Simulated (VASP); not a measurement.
Here is a VASP 6.6.1 calculation.

The input INCAR:

```
PREC = Accurate
ENCUT = 520
EDIFF = 1E-6
ISMEAR = -1
SIGMA = 0.08
LREAL = F
LASPH = T
NELM = 60
ALGO = Normal
ISIF = 2
LWAVE = F
LCHARG = F
GGA = PE
NBANDS = 13
```

Contents of KPOINTS:

```
Automatic mesh
0
Gamma
  15 15 8
```

Contents of POSCAR:

```
S
1.0
    3.2990761964      0.0000000000      0.0000000000
   -1.6495380982      2.8570837951      0.0000000000
    0.0000000000      0.0000000000      3.5024432590
S
2
Direct
    0.3333333333      0.6666666667      0.2500000000
    0.6666666667      0.3333333333      0.7500000000
```

Potentials or basis: VASP PAW PBE potentials, release 64 (S).

The run is started by

```console
$ cat potpaw_PBE.64/S/POTCAR > POTCAR
$ mpirun -np 1 vasp_std > vasp.out
```

(1) What does it give for the band gap on the k mesh?

(2) Predict the pressure.

Results:

(1) zero (bands 6 and 7 overlap by 2.30 eV).

(2) 2.2 GPa.
